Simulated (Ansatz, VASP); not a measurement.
# RbBr in VASP and in Ansatz

Contents of POSCAR:

```
RbBr
1.0
    0.0000000000      3.4270000000      3.4270000000
    3.4270000000      0.0000000000      3.4270000000
    3.4270000000      3.4270000000      0.0000000000
Rb Br
1 1
Direct
    0.0000000000      0.0000000000      0.0000000000
    0.5000000000      0.5000000000      0.5000000000
```

File INCAR.step1:

```
SYSTEM = RbBr
ALGO     = Normal         ! electronic algorithm
EDIFF    = 1E-5           ! SCF threshold, eV
ENCUT    = 520            ! plane-wave cutoff, eV
GGA      = PE             ! functional
ISIF     = 2              ! what is computed and relaxed
ISMEAR   = -1             ! smearing method
LASPH    = .True.         ! aspherical terms in the spheres
LCHARG   = .False.        ! write CHGCAR
LREAL    = .False.        ! projectors in reciprocal space
LWAVE    = .True.         ! write WAVECAR
NBANDS   = 15             ! bands
NELM     = 60             ! most SCF steps
PREC     = Accurate       ! precision mode
SIGMA    = 0.05           ! smearing width, eV
```

The input INCAR.step2:

```
SYSTEM = RbBr
AEXX     = 0.25           ! exact-exchange fraction
ALGO     = Normal         ! electronic algorithm
EDIFF    = 1E-6           ! SCF threshold, eV
ENCUT    = 520            ! plane-wave cutoff, eV
GGA      = PE             ! functional
HFSCREEN = 0.2            ! screening, 1/A
ISIF     = 2              ! what is computed and relaxed
ISMEAR   = -1             ! smearing method
ISTART   = 1            
LASPH    = .True.         ! aspherical terms in the spheres
LCHARG   = .False.        ! write CHGCAR
LHFCALC  = .True.         ! exact exchange
LREAL    = .False.        ! projectors in reciprocal space
LWAVE    = .False.        ! write WAVECAR
NBANDS   = 15             ! bands
NELM     = 60             ! most SCF steps
PREC     = Accurate       ! precision mode
PRECFOCK = Normal       
SIGMA    = 0.05           ! smearing width, eV
```

KPOINTS

```
k-points
0
Gamma
  4 4 4
  0 0 0
```

File input.yaml:

```yaml
crystal:
  lattice:
    - [0.0, 3.427, 3.427]
    - [3.427, 0.0, 3.427]
    - [3.427, 3.427, 0.0]
  atoms:
    - { symbol: Rb, position: [0.0, 0.0, 0.0] }
    - { symbol: Br, position: [0.5, 0.5, 0.5] }
hamiltonian:
  xc: { exchange: pbe, correlation: pbe, exx: { coeff: 0.25, omega: 0.2 } }
  pseudopotentials: { kind: paw }
kpoints:
  mp_grid: { grid: [4, 4, 4] }
scf:
  occupations: { method: fermi_dirac, width: 0.05 }
output:
  forces: true
  stress: true
  eigenvalues: true
  write_density: true
  write_potential: true
  elf: true
  volumetric_format: npy
```

Alike in both runs: task single point; functional PBE-based screened hybrid; k mesh 4 × 4 × 4; occupations fermi-dirac, width 0.05 eV; no spin polarisation.

```csv
,VASP,Ansatz
version,VASP 6.6.1,Ansatz 0.2.0
potentials or method,"VASP PAW PBE potentials, release 64 (Rb_sv, Br)",Ansatz PAW
plane-wave cutoff (eV),520,420
valence electrons in the cell,16,16
```

Ansatz gave:

```
gap on the k mesh at the Fermi level (eV) : 5.55
least direct gap on the mesh (eV)         : 5.55
pressure (GPa)                            : 0.8
```

Task: Which values does VASP return?

Result: gap on the k mesh at the Fermi level (eV): 5.54; least direct gap on the mesh (eV): 5.54; pressure (GPa): 0.8.

VASP's potentials were made for PBE, not for PBE-based screened hybrid. With one functional, cell and mesh, what is left measures potentials, basis and numerics.
